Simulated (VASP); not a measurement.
# TiO2 (Anatase) (I4_1/amd) in VASP: further runs

The runs below take TiO2 (Anatase) through single point, with LDA.

Program: VASP 6.6.1. These are calculated values, not measurements. Logs are shortened: lines on timing, memory, paths and dates and some standing lists are left out, and cuts for length are marked.

## (1) The cell of the first run

It takes space group I4_1/amd (No. 141, tetragonal). The conventional cell has a = 3.721 Å, b = 3.721 Å, c = 9.167 Å, α = 90.00°, β = 90.00°, γ = 90.00°. Ti (site symmetry -4m2) has 6 O at 1.89 to 1.94 Å within 2.5 Å. O (site symmetry 2mm) has 3 Ti at 1.89 to 1.94 Å and 2 O at 2.45 Å within 2.5 Å.

## (2) Single point, LDA (volume scaled by 0.960)

INCAR reads:

```
SYSTEM = TiO2
ALGO = Normal
EDIFF = 1E-6
ENCUT = 520
ISIF = 2
ISMEAR = 0
LASPH = .True.
LCHARG = .True.
LELF = .True.
LREAL = .False.
LVHAR = .True.
LWAVE = .False.
NBANDS = 33
NELM = 80
PREC = Accurate
SIGMA = 0.05
```

KPOINTS reads:

```
k-points
0
Gamma
  8 8 8
  0 0 0
```

POSCAR reads:

```
TiO2
1.0
   -1.8604422048      1.8604422048      4.5837376227
    1.8604422048     -1.8604422048      4.5837376227
    1.8604422048      1.8604422048     -4.5837376227
Ti O
2 4
Direct
    0.0000000000      0.0000000000      0.0000000000
    0.7500000000      0.2500000000      0.5000000000
    0.2120249441      0.2120249441      0.0000000000
    0.9620249441      0.4620249441      0.5000000000
    0.5379750559      0.0379750559      0.5000000000
    0.7879750559      0.7879750559      0.0000000000
```

Potentials or basis: VASP PAW LDA potentials, release 64 (Ti_sv, O).

Run with:

```
cat potpaw_LDA.64/Ti_sv/POTCAR potpaw_LDA.64/O/POTCAR > POTCAR
mpirun -np 1 vasp_std > vasp.out
```

OUTCAR:

```text
SYSTEM = TiO2
   EDIFF = 1E-6
   ENCUT = 520
   ISIF = 2
   ISMEAR = 0
   LASPH = .True.
   LREAL = .False.
   NELM = 80
   PREC = Accurate

 ion  position               nearest neighbor table
   1  0.000  0.000  0.000-   5 1.89   4 1.89   5 1.89   4 1.89   3 1.94   6 1.94
   2  0.750  0.250  0.500-   6 1.89   3 1.89   6 1.89   3 1.89   4 1.94   5 1.94
   3  0.212  0.212  0.000-   2 1.89   2 1.89   1 1.94
   4  0.962  0.462  0.500-   1 1.89   1 1.89   2 1.94
   5  0.538  0.038  0.500-   1 1.89   1 1.89   2 1.94
   6  0.788  0.788  0.000-   2 1.89   2 1.89   1 1.94

  LATTYP: Found a body centered tetragonal cell.
 ALAT       =     3.7208844096
 C/A-ratio  =     2.4637893136

  Lattice vectors:

 A1 = (  -1.8604422048,   1.8604422048,   4.5837376227)
 A2 = (   1.8604422048,  -1.8604422048,   4.5837376227)
 A3 = (   1.8604422048,   1.8604422048,  -4.5837376227)

Analysis of symmetry for initial positions (statically):
=====================================================================
 Subroutine PRICEL returns:
 Original cell was already a primitive cell.

 Routine SETGRP: Setting up the symmetry group for a
 body centered tetragonal supercell.

 Subroutine GETGRP returns: Found 16 space group operations
 (whereof  8 operations were pure point group operations)
 out of a pool of 16 trial point group operations.

The static configuration has the point symmetry D_2d.
 The point group associated with its full space group is D_4h.

Analysis of symmetry for dynamics (positions and initial velocities):
=====================================================================
 Subroutine PRICEL returns:
 Original cell was already a primitive cell.

 Routine SETGRP: Setting up the symmetry group for a
 body centered tetragonal supercell.

 Subroutine GETGRP returns: Found 16 space group operations
 (whereof  8 operations were pure point group operations)
 out of a pool of 16 trial point group operations.

The dynamic configuration has the point symmetry D_2d.
 The point group associated with its full space group is D_4h.

 Subroutine INISYM returns: Found 16 space group operations
 (whereof  8 operations are pure point group operations),
 and found     1 'primitive' translations

----------------------------------------------------------------------------------------

                                     Primitive cell

  volume of cell :      63.4618

  direct lattice vectors                    reciprocal lattice vectors
    -1.860442205  1.860442205  4.583737623     0.000000000  0.268753310  0.109081287
     1.860442205 -1.860442205  4.583737623     0.268753310  0.000000000  0.109081287
     1.860442205  1.860442205 -4.583737623     0.268753310  0.268753310  0.000000000

  length of vectors
     5.285181264  5.285181264  5.285181264     0.290046666  0.290046666  0.380074575

  position of ions in fractional coordinates (direct lattice)
     0.000000000  0.000000000  0.000000000
     0.750000000  0.250000000  0.500000000
     0.212024944  0.212024944  0.000000000
     0.962024944  0.462024944  0.500000000
     0.537975056  0.037975056  0.500000000
     0.787975056  0.787975056  0.000000000

  ion indices of the primitive-cell ions
   primitive index   ion index
                 1           1
                 2           2
                 3           3
                 4           4
                 5           5
                 6           6

----------------------------------------------------------------------------------------

 KPOINTS: k-points

Automatic generation of k-mesh.
 Grid dimensions read from file:
 generate k-points for:    8    8    8

 Generating k-lattice:

  Cartesian coordinates                     Fractional coordinates (reciprocal lattice)
     0.000000000  0.033594164  0.013635161     0.125000000  0.000000000 -0.000000000
     0.033594164  0.000000000  0.013635161     0.000000000  0.125000000 -0.000000000
     0.033594164  0.033594164  0.000000000     0.000000000  0.000000000  0.125000000

  Length of vectors
     0.036255833  0.036255833  0.047509322

  Shift w.r.t. Gamma in fractional coordinates (k-lattice)
     0.000000000  0.000000000  0.000000000

 Subroutine IBZKPT returns following result:
 ===========================================

 Found     59 irreducible k-points:

 Following reciprocal coordinates:
            Coordinates               Weight
  0.000000  0.000000  0.000000      1.000000
  0.125000  0.000000  0.000000      8.000000
  0.250000  0.000000  0.000000      8.000000
  0.375000 -0.000000  0.000000      8.000000
  0.500000  0.000000  0.000000      4.000000
  0.125000  0.125000  0.000000      8.000000
[... 16 lines left out ...]
  0.250000  0.125000  0.125000     16.000000
  0.375000  0.125000  0.125000      8.000000
 [... further k-points ...]
   k-points           NKPTS =     59   k-points in BZ     NKDIM =     59   number of bands    NBANDS=     33
   number of dos      NEDOS =    301   number of ions     NIONS =      6
   total plane-waves  NPLWV =  64000
   dimension x,y,z NGX =    40 NGY =   40 NGZ =   40
   dimension x,y,z NGXF=    80 NGYF=   80 NGZF=   80
   ions per type =               2   4
   NGX,Y,Z   is equivalent  to a cutoff of  12.58, 12.58, 12.58 a.u.
   NGXF,Y,Z  is equivalent  to a cutoff of  25.16, 25.16, 25.16 a.u.
 SYSTEM =  TiO2
   PREC   = accura    normal or accurate (medium, high low for compatibility)
   ISTART =      0    job   : 0-new  1-cont  2-samecut
   ICHARG =      2    charge: 1-file 2-atom 10-const
   ISPIN  =      1    spin polarized calculation?
   LNONCOLLINEAR =      F non collinear calculations
   LSORBIT =      F    spin-orbit coupling
   LASPH  =      T    aspherical Exc in radial PAW
   ENCUT  =  520.0 eV  38.22 Ry    6.18 a.u.   9.83  9.83  9.83*2*pi/ulx,y,z
   NELM   =     80;   NELMIN=  2; NELMDL= -5     # of ELM steps
   EDIFF  = 0.1E-05   stopping-criterion for ELM
   LREAL  =      F    real-space projection
   EDIFFG = 0.1E-04   stopping-criterion for IOM
   NSW    =      0    number of steps for IOM
   IBRION =     -1    ionic relax: 0-MD 1-quasi-New 2-CG
   NFREE  =      0    steps in history (QN), initial steepest desc. (CG)
   ISIF   =      2    stress and relaxation
   ISYM   =      2    0-nonsym 1-usesym 2-fastsym
   POTIM  = 0.5000    time-step for ionic-motion
   TEBEG  =    0.0;   TEEND  =   0.0 temperature during run
   PSTRESS=    0.0 pullay stress
   NELECT =      48.0000    total number of electrons
   NUPDOWN=      -1.0000    fix difference up-down
   EMIN   =  10.00;   EMAX   =-10.00  energy-range for DOS
   EFERMI =   0.00;   METHOD = LEGACY
   ISMEAR =     0;   SIGMA  =   0.05  broadening in eV -4-tet -1-fermi 0-gaus
   EFERMI_NEDOS =   21; number of points for ismear=-14 and -15
   IALGO  =     38    algorithm
   IMIX   =      4    mixing-type and parameters
     AMIX     =   0.40;   BMIX     =  1.00
     AMIX_MAG =   1.60;   BMIX_MAG =  1.00
  volume/ion in A,a.u.               =      10.58        71.38
  Fermi-wavevector in a.u.,A,eV,Ry     =   1.491596  2.818708 30.271039  2.224859
  Thomas-Fermi vector in A             =   2.604231
   LORBIT       =      0    0 simple, 1 ext, 2 COOP (PROOUT), +10 PAW based schemes
   GGA     = CA    functional components
   LHFCALC =     F    Hartree Fock is set to
   AEXX    =    0.0000 exact exchange contribution
   IVDW    =     0    specifies the selected vdW correction
   LEPSILON=     F    determine dielectric tensor
   LRPA    =     F    only Hartree local field effects (RPA)
 non-spin polarized calculation
 Gauss-broadening in eV      SIGMA  =   0.05
  energy-cutoff  :      520.00
  volume of cell :       63.46
 maximum number of plane-waves:      1734
   NGX = 19   NGY = 19   NGZ = 19

 number of electron      47.9999997 magnetization

 Free energy of the ion-electron system (eV)
  ---------------------------------------------------
  ext. energy  EPLUGINS =         0.00000000
  ---------------------------------------------------
  free energy    TOTEN  =       -58.74877689 eV

  energy without entropy =      -58.74877689  energy(sigma->0) =      -58.74877689

 E-fermi :   4.0588     XC(G=0): -11.7247

 val. band max:        3.8086670452   @ k =   0.5000   0.5000   0.0000
 cond. band min:       5.8111635501   @ k =   0.0000   0.0000   0.0000
 fundamental gap:      2.0024965049
 Fermi energy:         4.0588463607

 k-point     1 :       0.0000    0.0000    0.0000
  band No.  band energies     occupation
      1     -51.6789      2.00000
      2     -51.5844      2.00000
      3     -28.6655      2.00000
      4     -28.3552      2.00000
      5     -28.3552      2.00000
      6     -28.2515      2.00000
[... 25 lines left out ...]
     32       9.5499      0.00000
     33       9.7740      0.00000

 k-point     2 :       0.1250    0.0000    0.0000
  band No.  band energies     occupation
      1     -51.6757      2.00000
      2     -51.5866      2.00000
      3     -28.6605      2.00000
      4     -28.3824      2.00000
      5     -28.3575      2.00000
      6     -28.2617      2.00000
[... 25 lines left out ...]
     32       9.7285      0.00000
     33      10.0664      0.00000

 k-point     3 :       0.2500    0.0000    0.0000
  band No.  band energies     occupation
      1     -51.6674      2.00000
      2     -51.5928      2.00000
      3     -28.6493      2.00000
      4     -28.4445      2.00000
      5     -28.3623      2.00000
      6     -28.2814      2.00000
[... 25 lines left out ...]
     32      10.0335      0.00000
     33      10.6188      0.00000

 k-point     4 :       0.3750   -0.0000    0.0000
  band No.  band energies     occupation
      1     -51.6572      2.00000
      2     -51.6007      2.00000
      3     -28.6388      2.00000
      4     -28.5061      2.00000
      5     -28.3664      2.00000
      6     -28.2917      2.00000
[... 673 lines left out ...]
     32      10.9590      0.00000
     33      11.2774      0.00000

 k-point    23 :       0.2500    0.1250    0.1250
  band No.  band energies     occupation
      1     -51.6491      2.00000
      2     -51.6055      2.00000
      3     -28.6401      2.00000
      4     -28.5370      2.00000
      5     -28.4104      2.00000
      6     -28.3439      2.00000
[... 25 lines left out ...]
     32      11.0290      0.00000
     33      11.5560      0.00000

 k-point    24 :       0.3750    0.1250    0.1250
  band No.  band energies     occupation
      1     -51.6435      2.00000
      2     -51.6102      2.00000
      3     -28.6345      2.00000
      4     -28.5618      2.00000
      5     -28.4129      2.00000
      6     -28.3515      2.00000
[... 25 lines left out ...]
     32      11.0025      0.00000
     33      11.7000      0.00000

 [... further k-points ...]

------------------------ aborting loop because EDIFF is reached ----------------------------------------

  FORCE on cell =-STRESS in cart. coord.  units (eV):
  Direction    XX          YY          ZZ          XY          YZ          ZX
  --------------------------------------------------------------------------------------
  -------------------------------------------------------------------------------------
  Total        3.8314644      3.8314644      3.7678613      0.0000000      0.0000000      0.0000000
  in kB       96.7304644     96.7304644     95.1247189      0.0000000      0.0000000      0.0000000
  external PRESSURE =      96.1952159 kB  Pullay stress =       0.0000000 kB

 VOLUME and BASIS-vectors are now :
 -----------------------------------------------------------------------------
  energy-cutoff  :      520.00
  volume of cell :       63.46
      direct lattice vectors                 reciprocal lattice vectors
    -1.860442205  1.860442205  4.583737623     0.000000000  0.268753310  0.109081287
     1.860442205 -1.860442205  4.583737623     0.268753310  0.000000000  0.109081287
     1.860442205  1.860442205 -4.583737623     0.268753310  0.268753310  0.000000000

 POSITION                                       TOTAL-FORCE (eV/Angst)
 -----------------------------------------------------------------------------------
      0.00000      0.00000      0.00000        -0.000000     -0.000000     -0.000000
      0.00000      1.86044      2.29187        -0.000000     -0.000000     -0.000000
      0.00000      0.00000      1.94373         0.000000      0.000000      0.045875
      0.00000      1.86044      4.23560         0.000000      0.000000      0.045875
      0.00000      1.86044      0.34814         0.000000      0.000000     -0.045875
      0.00000      0.00000      7.22374        -0.000000     -0.000000     -0.045875
 -----------------------------------------------------------------------------------
    total drift:                               -0.000000      0.000000     -0.000000

  FREE ENERGIE OF THE ION-ELECTRON SYSTEM (eV)
  ---------------------------------------------------
  free  energy   TOTEN  =       -58.7487768924 eV

  energy  without entropy=      -58.7487768924  energy(sigma->0) =      -58.74877689
```

Wall time 2.7 min (1 thread of Intel Xeon 6975P-C (Granite Rapids), shared host); peak memory 0.25 GiB.

Results:

* Free energy: -58.7488 eV
* Pressure: 9.6 GPa
* Largest force: 0.046 eV/Å
* Band gap on the k mesh: 2.00 eV, indirect (least direct gap 2.42 eV)

Forces on the atoms (eV/Å):
```
Ti   0.000  0.000  0.000
Ti   0.000  0.000  0.000
O    0.000  0.000  0.046
O    0.000  0.000  0.046
O    0.000  0.000 -0.046
O    0.000  0.000 -0.046
```

 A k mesh can miss the band edges.

## (3) Single point, LDA (volume scaled by 0.980)

INCAR reads:

```
ALGO     = Normal         # electronic algorithm
EDIFF    = 1E-6           # SCF threshold, eV
ENCUT    = 520            # plane-wave cutoff, eV
ISIF     = 2              # what is computed and relaxed
ISMEAR   = 0              # smearing method
LASPH    = True           # aspherical terms in the spheres
LCHARG   = False          # write CHGCAR
LREAL    = False          # projectors in reciprocal space
LWAVE    = False          # write WAVECAR
NBANDS   = 33             # bands
NELM     = 80             # most SCF steps
PREC     = Accurate       # precision mode
SIGMA    = 0.05           # smearing width, eV
```

KPOINTS reads:

```
k-points
0
Gamma
  8 8 8
```

POSCAR reads:

```
TiO2
1.0
   -1.8643976158      1.8643976158      4.6593987768
    1.8643976158     -1.8643976158      4.6593987768
    1.8643976158      1.8643976158     -4.6593987768
Ti O
2 4
Direct
    0.0000000000      0.0000000000      0.0000000000
    0.7500000000      0.2500000000      0.5000000000
    0.2098227148      0.2098227148      0.0000000000
    0.9598227148      0.4598227148      0.5000000000
    0.5401772852      0.0401772852      0.5000000000
    0.7901772852      0.7901772852      0.0000000000
```

Potentials or basis: VASP PAW LDA potentials, release 64 (Ti_sv, O).

Run with:

```
cat potpaw_LDA.64/Ti_sv/POTCAR potpaw_LDA.64/O/POTCAR > POTCAR
mpirun -np 1 vasp_std > vasp.out
```

Run time: 3.4 min. Hardware: 1 thread of Intel Xeon 6975P-C (Granite Rapids), shared host; peak memory 0.25 GiB.

It converged, with:

```yaml
Free_energy: -58.8084 eV
Pressure: 5.4 GPa
Largest_force: 0.040 eV/Å
Band_gap_on_the_k_mesh: 2.06 eV, indirect (least direct gap 2.42 eV)
```

Forces in eV/Å, atoms in the order of the input:
```
Ti   0.000  0.000  0.000
Ti   0.000  0.000  0.000
O    0.000  0.000  0.040
O    0.000  0.000  0.040
O    0.000  0.000 -0.040
O    0.000  0.000 -0.040
```

Stress tensor (GPa, compression positive):
```
5.43 0.00 0.00
0.00 5.43 0.00
0.00 0.00 5.29
```

Levels at points of the mesh, in eV from the valence-band top:
| k point | band 20 | band 21 | band 22 | band 23 | band 24 | band 25 | band 26 | band 27 | band 28 | band 29 |
| --- | --- | --- | --- | --- | --- | --- | --- | --- | --- | --- |
| (0.00, 0.00, 0.00) | -0.77 | -0.73 | -0.73 | -0.54 | -0.54 | 2.06 | 2.93 | 4.08 | 4.08 | 4.14 |
| (0.50, 0.00, 0.00) | -2.15 | -2.08 | -1.08 | -0.81 | -0.64 | 3.33 | 3.64 | 3.73 | 3.88 | 4.50 |
| (0.50, 0.50, 0.00) | -2.82 | -2.25 | -2.25 | 0.00 | 0.00 | 3.52 | 3.52 | 4.04 | 4.04 | 5.18 |
| (0.50, 0.50, 0.50) | -1.40 | -1.31 | -1.31 | -0.12 | -0.12 | 2.48 | 2.48 | 3.92 | 3.92 | 4.31 |

(Continued in part 2 of 2.)
